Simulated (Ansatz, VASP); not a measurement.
## Two plane-wave programs on ZnO

INCAR

```
SYSTEM = ZnO
  PREC = Accurate
  ENCUT = 910
  EDIFF = 1E-8
  ISMEAR = -1
  SIGMA = 0.02
  LREAL = .FALSE.
  LASPH = .TRUE.
  NELM = 120
  ALGO = Normal
  ISIF = 2
  LWAVE = .FALSE.
  LCHARG = .FALSE.
  GGA = PE
  LEFG = .TRUE.
  NBANDS = 26
  GGA_COMPAT = .FALSE.
```

KPOINTS

```
Automatic mesh
0
G
  11 11 6
  0 0 0
```

Contents of POSCAR:

```
ZnO
1.0
    3.2709185479      0.0000000000      0.0000000000
   -1.6354592739      2.8326985562      0.0000000000
    0.0000000000      0.0000000000      5.2382632560
Zn O
2 2
Direct
    0.3333333333      0.6666666667      0.0000000000
    0.6666666667      0.3333333333      0.5000000000
    0.3333333333      0.6666666667      0.3821000000
    0.6666666667      0.3333333333      0.8821000000
```

Input for Ansatz:

```yaml
crystal:
  lattice:
    - [3.2709185479, 0.0, 0.0]
    - [-1.6354592739, 2.8326985562, 0.0]
    - [0.0, 0.0, 5.238263256]
  atoms:
    - { symbol: Zn, position: [0.3333333333, 0.6666666667, 0.0] }
    - { symbol: Zn, position: [0.6666666667, 0.3333333333, 0.5] }
    - { symbol: O, position: [0.3333333333, 0.6666666667, 0.3821] }
    - { symbol: O, position: [0.6666666667, 0.3333333333, 0.8821] }
kpoints:
  mp_grid: { grid: [11, 11, 6] }
scf:
  occupations: { method: fermi_dirac, width: 0.02 }
hamiltonian:
  xc: pbe
  pseudopotentials: { kind: paw }
output:
  forces: true
  stress: true
  eigenvalues: true
  efg: { contact_densities: true }
```

Change from the starting cell: volume scaled by 1.02, PAW files.

Alike in both runs: task electric field gradients; functional PBE; k mesh 11 × 11 × 6; occupations fermi-dirac, width 0.02 eV; no spin polarisation.

|  | VASP | Ansatz |
| --- | --- | --- |
| version | VASP 6.6.1 | Ansatz 0.2.0 |
| potentials or method | VASP PAW PBE potentials, release 64 (Zn, O_h) | PAW with Ansatz's default frozen-core files, scalar-relativistic |
| plane-wave cutoff (eV) | 910 | 420 |
| valence electrons in the cell | 36 | 36 |

|  | VASP | Ansatz | Ansatz less VASP |
| --- | --- | --- | --- |
| gap on the k mesh at the Fermi level (eV) | 0.76 | 0.78 | +0.014 |
| rms of the force components (eV/Å) | 0.019 | 0.018 | -0.0008 |
| size of Vzz on the site where it differs most (V/Å²) | 7.4 | 7.3 | -0.07 |

Atom by atom the forces differ by 0.001 eV/Å (rms over components).

Noted on VASP's run: the cutoff is under 1.25 times that of the potentials, so the pressure is a little rough.
